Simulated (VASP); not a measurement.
# KI (P6_3/mmc) in VASP: settings compared, part 2 of 2

VASP 6.6.1.

## (4) Single point, PBE

File INCAR:

```
ALGO = Normal
EDIFF = 1E-6
ENCUT = 520
GGA = PE
ISIF = 2
ISMEAR = 0
LASPH = T
LCHARG = T
LELF = T
LREAL = F
LVHAR = T
LWAVE = F
NBANDS = 24
NELM = 80
PREC = Accurate
SIGMA = 0.01
```

File KPOINTS:

```
k-points
0
Gamma
  6 6 4
```

File POSCAR:

```
KI
1.0
    6.0394505649      0.0000000000      0.0000000000
   -3.0197252825      5.2303176141      0.0000000000
    0.0000000000      0.0000000000      7.0391244471
K I
2 2
Direct
    0.3333333333      0.6666666667     -0.0625000000
    0.6666666667      0.3333333333      0.4375000000
    0.3333333333      0.6666666667      0.4375000000
    0.6666666667      0.3333333333      0.9375000000
```

Potentials or basis: VASP PAW PBE potentials, release 64 (K_sv, I).

Command:

```console
$ cat potpaw_PBE.64/K_sv/POTCAR potpaw_PBE.64/I/POTCAR > POTCAR
$ mpirun -np 1 vasp_std > vasp.out
```

OUTCAR:

```text
EDIFF = 1E-6
   ENCUT = 520
   GGA = PE
   ISIF = 2
   ISMEAR = 0
   LASPH = T
   LREAL = F
   NELM = 80
   PREC = Accurate

 ion  position               nearest neighbor table
   1  0.333  0.667  0.938-   4 3.49   4 3.49   4 3.49   3 3.52   3 3.52
   2  0.667  0.333  0.438-   3 3.49   3 3.49   3 3.49   4 3.52   4 3.52
   3  0.333  0.667  0.438-   2 3.49   2 3.49   2 3.49   1 3.52   1 3.52
   4  0.667  0.333  0.938-   1 3.49   1 3.49   1 3.49   2 3.52   2 3.52

  LATTYP: Found a hexagonal cell.
 ALAT       =     6.0394505649
 C/A-ratio  =     1.1655239780

  Lattice vectors:

 A1 = (   6.0394505649,   0.0000000000,   0.0000000000)
 A2 = (  -3.0197252825,   5.2303176141,   0.0000000000)
 A3 = (   0.0000000000,   0.0000000000,   7.0391244471)

Analysis of symmetry for initial positions (statically):
=====================================================================
 Subroutine PRICEL returns:
 Original cell was already a primitive cell.

 Routine SETGRP: Setting up the symmetry group for a
 hexagonal supercell.

 Subroutine GETGRP returns: Found 24 space group operations
 (whereof  6 operations were pure point group operations)
 out of a pool of 24 trial point group operations.

The static configuration has the point symmetry C_3v.
 The point group associated with its full space group is D_6h.

Analysis of symmetry for dynamics (positions and initial velocities):
=====================================================================
 Subroutine PRICEL returns:
 Original cell was already a primitive cell.

 Routine SETGRP: Setting up the symmetry group for a
 hexagonal supercell.

 Subroutine GETGRP returns: Found 24 space group operations
 (whereof  6 operations were pure point group operations)
 out of a pool of 24 trial point group operations.

The dynamic configuration has the point symmetry C_3v.
 The point group associated with its full space group is D_6h.

 Subroutine INISYM returns: Found 24 space group operations
 (whereof  6 operations are pure point group operations),
 and found     1 'primitive' translations

----------------------------------------------------------------------------------------

                                     Primitive cell

  volume of cell :     222.3536

  direct lattice vectors                    reciprocal lattice vectors
     6.039450565  0.000000000  0.000000000     0.165577976  0.095596489  0.000000000
    -3.019725283  5.230317614  0.000000000     0.000000000  0.191192978  0.000000000
     0.000000000  0.000000000  7.039124447     0.000000000  0.000000000  0.142063123

  length of vectors
     6.039450565  6.039450565  7.039124447     0.191192978  0.191192978  0.142063123

  position of ions in fractional coordinates (direct lattice)
     0.333333333  0.666666667  0.937500000
     0.666666667  0.333333333  0.437500000
     0.333333333  0.666666667  0.437500000
     0.666666667  0.333333333  0.937500000

  ion indices of the primitive-cell ions
   primitive index   ion index
                 1           1
                 2           2
                 3           3
                 4           4

----------------------------------------------------------------------------------------

 KPOINTS: k-points

Automatic generation of k-mesh.
 Grid dimensions read from file:
 generate k-points for:    6    6    4

 Generating k-lattice:

  Cartesian coordinates                     Fractional coordinates (reciprocal lattice)
     0.027596329  0.015932748  0.000000000     0.166666667  0.000000000  0.000000000
     0.000000000  0.031865496  0.000000000     0.000000000  0.166666667  0.000000000
     0.000000000  0.000000000  0.035515781     0.000000000  0.000000000  0.250000000

  Length of vectors
     0.031865496  0.031865496  0.035515781

  Shift w.r.t. Gamma in fractional coordinates (k-lattice)
     0.000000000  0.000000000  0.000000000

 Subroutine IBZKPT returns following result:
 ===========================================

 Found     21 irreducible k-points:

 Following reciprocal coordinates:
            Coordinates               Weight
  0.000000  0.000000  0.000000      1.000000
  0.166667  0.000000  0.000000      6.000000
  0.333333  0.000000  0.000000      6.000000
  0.500000  0.000000  0.000000      3.000000
  0.166667  0.166667  0.000000      6.000000
  0.333333  0.166667  0.000000     12.000000
[... 13 lines left out ...]
  0.333333  0.166667  0.500000     12.000000
  0.333333  0.333333  0.500000      2.000000
   k-points           NKPTS =     21   k-points in BZ     NKDIM =     21   number of bands    NBANDS=     24
   number of dos      NEDOS =    301   number of ions     NIONS =      4
   total plane-waves  NPLWV = 124416
   dimension x,y,z NGX =    48 NGY =   48 NGZ =   54
   dimension x,y,z NGXF=    96 NGYF=   96 NGZF=  108
   ions per type =               2   2
   NGX,Y,Z   is equivalent  to a cutoff of  13.21, 13.21, 12.75 a.u.
   NGXF,Y,Z  is equivalent  to a cutoff of  26.43, 26.43, 25.51 a.u.
 SYSTEM =  unknown system
   PREC   = accura    normal or accurate (medium, high low for compatibility)
   ISTART =      0    job   : 0-new  1-cont  2-samecut
   ICHARG =      2    charge: 1-file 2-atom 10-const
   ISPIN  =      1    spin polarized calculation?
   LNONCOLLINEAR =      F non collinear calculations
   LSORBIT =      F    spin-orbit coupling
   LASPH  =      T    aspherical Exc in radial PAW
   ENCUT  =  520.0 eV  38.22 Ry    6.18 a.u.  11.23 11.23 13.09*2*pi/ulx,y,z
   NELM   =     80;   NELMIN=  2; NELMDL= -5     # of ELM steps
   EDIFF  = 0.1E-05   stopping-criterion for ELM
   LREAL  =      F    real-space projection
   EDIFFG = 0.1E-04   stopping-criterion for IOM
   NSW    =      0    number of steps for IOM
   IBRION =     -1    ionic relax: 0-MD 1-quasi-New 2-CG
   NFREE  =      0    steps in history (QN), initial steepest desc. (CG)
   ISIF   =      2    stress and relaxation
   ISYM   =      2    0-nonsym 1-usesym 2-fastsym
   POTIM  = 0.5000    time-step for ionic-motion
   TEBEG  =    0.0;   TEEND  =   0.0 temperature during run
   PSTRESS=    0.0 pullay stress
   NELECT =      32.0000    total number of electrons
   NUPDOWN=      -1.0000    fix difference up-down
   EMIN   =  10.00;   EMAX   =-10.00  energy-range for DOS
   EFERMI =   0.00;   METHOD = LEGACY
   ISMEAR =     0;   SIGMA  =   0.01  broadening in eV -4-tet -1-fermi 0-gaus
   EFERMI_NEDOS =   21; number of points for ismear=-14 and -15
   IALGO  =     38    algorithm
   IMIX   =      4    mixing-type and parameters
     AMIX     =   0.40;   BMIX     =  1.00
     AMIX_MAG =   1.60;   BMIX_MAG =  1.00
  volume/ion in A,a.u.               =      55.59       375.13
  Fermi-wavevector in a.u.,A,eV,Ry     =   0.857913  1.621221 10.014097  0.736015
  Thomas-Fermi vector in A             =   1.975039
   LORBIT       =      0    0 simple, 1 ext, 2 COOP (PROOUT), +10 PAW based schemes
   GGA     = PE    functional components
   LHFCALC =     F    Hartree Fock is set to
   AEXX    =    0.0000 exact exchange contribution
   IVDW    =     0    specifies the selected vdW correction
   LEPSILON=     F    determine dielectric tensor
   LRPA    =     F    only Hartree local field effects (RPA)
 non-spin polarized calculation
 Gauss-broadening in eV      SIGMA  =   0.01
  energy-cutoff  :      520.00
  volume of cell :      222.35
 maximum number of plane-waves:      6038
 NGX is ok and might be reduce to    48
   NGX = 23   NGY = 23   NGZ = 27

 number of electron      32.0000004 magnetization

 Free energy of the ion-electron system (eV)
  ---------------------------------------------------
  ext. energy  EPLUGINS =         0.00000000
  ---------------------------------------------------
  free energy    TOTEN  =       -10.96557277 eV

  energy without entropy =      -10.96557277  energy(sigma->0) =      -10.96557277

 E-fermi :  -1.3378     XC(G=0):  -6.1353

 val. band max:       -1.4721323383   @ k =   0.0000   0.0000   0.0000
 cond. band min:       2.3133411579   @ k =   0.0000   0.0000   0.0000
 fundamental gap:      3.7854734962
 Fermi energy:        -1.3377659329

 k-point     1 :       0.0000    0.0000    0.0000
  band No.  band energies     occupation
      1     -30.1056      2.00000
      2     -30.1033      2.00000
      3     -13.6205      2.00000
      4     -13.6168      2.00000
      5     -13.6168      2.00000
      6     -13.6018      2.00000
[... 556 lines left out ...]
     23       6.1035      0.00000
     24       6.1035      0.00000

------------------------ aborting loop because EDIFF is reached ----------------------------------------

  FORCE on cell =-STRESS in cart. coord.  units (eV):
  Direction    XX          YY          ZZ          XY          YZ          ZX
  --------------------------------------------------------------------------------------
  -------------------------------------------------------------------------------------
  Total        0.3264061      0.3264061      0.4658073     -0.0000000     -0.0000000     -0.0000000
  in kB        2.3519321      2.3519321      3.3563923     -0.0000000     -0.0000000     -0.0000000
  external PRESSURE =       2.6867521 kB  Pullay stress =       0.0000000 kB

 VOLUME and BASIS-vectors are now :
 -----------------------------------------------------------------------------
  energy-cutoff  :      520.00
  volume of cell :      222.35
      direct lattice vectors                 reciprocal lattice vectors
     6.039450565  0.000000000  0.000000000     0.165577976  0.095596489  0.000000000
    -3.019725283  5.230317614  0.000000000     0.000000000  0.191192978  0.000000000
     0.000000000  0.000000000  7.039124447     0.000000000  0.000000000  0.142063123

 POSITION                                       TOTAL-FORCE (eV/Angst)
 -----------------------------------------------------------------------------------
     -0.00000      3.48688      6.59918         0.000000     -0.000000      0.000000
      3.01973      1.74344      3.07962        -0.000000     -0.000000     -0.000000
     -0.00000      3.48688      3.07962         0.000000      0.000000     -0.000000
      3.01973      1.74344      6.59918        -0.000000     -0.000000     -0.000000
 -----------------------------------------------------------------------------------
    total drift:                               -0.000000      0.000000      0.000013

  FREE ENERGIE OF THE ION-ELECTRON SYSTEM (eV)
  ---------------------------------------------------
  free  energy   TOTEN  =       -10.9655727749 eV

  energy  without entropy=      -10.9655727749  energy(sigma->0) =      -10.96557277
```

stdout:

```text
POSCAR found type information on POSCAR K I
 POSCAR found :  2 types and       4 ions
 scaLAPACK will be used
 LDA part: xc-table for (Slater+PW92), standard interpolation
 POSCAR, INCAR and KPOINTS ok, starting setup
 FFT: planning ... GRIDC
 FFT: planning ... GRID_SOFT
 FFT: planning ... GRID
 WAVECAR not read
 entering main loop
```

Wall time 52 s (1 thread of Intel Xeon 6975P-C (Granite Rapids), shared host); peak memory 0.38 GiB.

What came out:

- Free energy: -10.9656 eV
- Pressure: 0.3 GPa
- Band gap on the k mesh: 3.79 eV

Caveat: spin-orbit coupling is left out, which moves the levels of the heavy elements.

## (5) Single point, HSE06

POSCAR is that of step 4.

File INCAR.step1:

```
SYSTEM = KI
ALGO = Normal
EDIFF = 1E-5
ENCUT = 520
GGA = PE
ISIF = 2
ISMEAR = 0
LASPH = .True.
LCHARG = .False.
LREAL = .False.
LWAVE = .True.
NBANDS = 24
NELM = 100
PREC = Accurate
SIGMA = 0.01
```

File INCAR.step2:

```
SYSTEM = KI
ALGO = Normal
EDIFF = 1E-6
ENCUT = 520
GGA = PE
HFSCREEN = 0.2079
ISIF = 2
ISMEAR = 0
ISTART = 1
LASPH = .True.
LCHARG = .False.
LHFCALC = .True.
LREAL = .False.
LWAVE = .False.
NBANDS = 24
NELM = 100
PREC = Accurate
PRECFOCK = Normal
SIGMA = 0.01
```

File KPOINTS:

```
k-points
0
Gamma
  3 3 2
  0 0 0
```

Command:

```console
$ cat potpaw_PBE.64/K_sv/POTCAR potpaw_PBE.64/I/POTCAR > POTCAR
$ cp INCAR.step1 INCAR
$ mpirun -np 1 vasp_std > vasp.out
$ cp INCAR.step2 INCAR
$ mpirun -np 1 vasp_std > vasp.out
```

Wall time 5.9 min (1 thread of Intel Xeon 6975P-C (Granite Rapids), shared host); peak memory 0.49 GiB.

The run converged. Its results:

| Item | Value |
| --- | --- |
| Free energy | -12.6320 eV |
| Pressure | 0.2 GPa |
| Band gap on the k mesh | 4.73 eV |

Stress tensor (GPa, compression positive):
```
0.12 0.00 0.00
0.00 0.12 0.00
0.00 0.00 0.22
```

Levels at points of the mesh, in eV from the valence-band top:
| k point | band 12 | band 13 | band 14 | band 15 | band 16 | band 17 | band 18 | band 19 | band 20 | band 21 |
| --- | --- | --- | --- | --- | --- | --- | --- | --- | --- | --- |
| (0.00, 0.00, 0.00) | -0.58 | -0.58 | -0.30 | -0.30 | 0.00 | 4.73 | 6.82 | 7.48 | 7.48 | 8.10 |
| (0.00, 0.00, 0.50) | -0.71 | -0.45 | -0.45 | -0.45 | -0.45 | 5.91 | 5.91 | 8.00 | 8.00 | 8.00 |

Caveat: the k points lie up to 0.45 Å⁻¹ apart; the PAW data sets were made with another functional, which shifts forces and pressure a little; spin-orbit coupling is left out, which moves the levels of the heavy elements.

## (6) Single point, PBE-based screened hybrid with 40 % exact exchange

POSCAR is that of step 5.

File INCAR.step1:

```
SYSTEM = KI
PREC = Accurate
ENCUT = 520
EDIFF = 1E-5
ISMEAR = 0
SIGMA = 0.01
LREAL = .False.
LASPH = .True.
NELM = 80
ALGO = Normal
ISIF = 2
LWAVE = .True.
LCHARG = .False.
GGA = PE
NBANDS = 24
```

File INCAR.step2:

```
SYSTEM = KI
PREC = Accurate
ENCUT = 520
EDIFF = 1E-6
ISMEAR = 0
SIGMA = 0.01
LREAL = .False.
LASPH = .True.
NELM = 80
ALGO = Normal
ISIF = 2
LWAVE = .False.
LCHARG = .False.
GGA = PE
LHFCALC = .True.
AEXX = 0.4
HFSCREEN = 0.3
PRECFOCK = Normal
ISTART = 1
NBANDS = 24
```

File KPOINTS:

```
regular mesh
0
Gamma
  3 3 2
  0 0 0
```

Potentials or basis: VASP PAW PBE potentials, release 64 (K_sv, I).

Command:

```console
$ cat potpaw_PBE.64/K_sv/POTCAR potpaw_PBE.64/I/POTCAR > POTCAR
$ cp INCAR.step1 INCAR
$ mpirun -np 1 vasp_std > vasp.out
$ cp INCAR.step2 INCAR
$ mpirun -np 1 vasp_std > vasp.out
```

Wall time 10 min (1 thread of Intel Xeon 6975P-C (Granite Rapids), shared host); peak memory 0.49 GiB.

It converged, with:

```
Free energy            : -13.1879 eV
Pressure               : 0.1 GPa
Band gap on the k mesh : 4.98 eV
```

Stress tensor (GPa, compression positive):
```
0.06 0.00 0.00
0.00 0.06 0.00
0.00 0.00 0.14
```

Levels at points of the mesh, in eV from the valence-band top:
| k point | band 12 | band 13 | band 14 | band 15 | band 16 | band 17 | band 18 | band 19 | band 20 | band 21 |
| --- | --- | --- | --- | --- | --- | --- | --- | --- | --- | --- |
| (0.00, 0.00, 0.00) | -0.58 | -0.58 | -0.29 | -0.29 | 0.00 | 4.98 | 7.08 | 7.78 | 7.78 | 8.35 |
| (0.00, 0.00, 0.50) | -0.70 | -0.45 | -0.45 | -0.45 | -0.45 | 6.16 | 6.16 | 8.25 | 8.25 | 8.25 |

Caveat: the k points lie up to 0.45 Å⁻¹ apart; the PAW data sets were made with another functional, which shifts forces and pressure a little; spin-orbit coupling is left out, which moves the levels of the heavy elements.

## (7) The runs side by side

```csv
level,k mesh,grid for exact exchange (PRECFOCK),share of exact exchange,screening parameter,gap on the mesh (eV),pressure (GPa)
PBE-based screened hybrid with 20 % exact exchange,3 × 3 × 2,Normal,0.2,0.2078 1/Å,4.54,0.2
PBE,6 × 6 × 4,-,-,-,3.79,0.3
HSE06,3 × 3 × 2,Normal,0.25,0.2079 1/Å,4.73,0.2
PBE-based screened hybrid with 40 % exact exchange,3 × 3 × 2,Normal,0.4,0.3 1/Å,4.98,0.1
```

Alike in all rows: task single point; potentials or basis VASP PAW PBE potentials, release 64 (K_sv, I); no spin polarisation; cell as given; cutoff (eV) 520; smearing gaussian 0.01 eV.

Caveats: some runs use coarse meshes; spin-orbit coupling is left out, which moves the levels of the heavy elements; the PAW data sets were made with another functional, which shifts forces and pressure a little (at least some runs).

Total energies depend on the potentials used, so only differences within one code and one set of settings carry meaning.
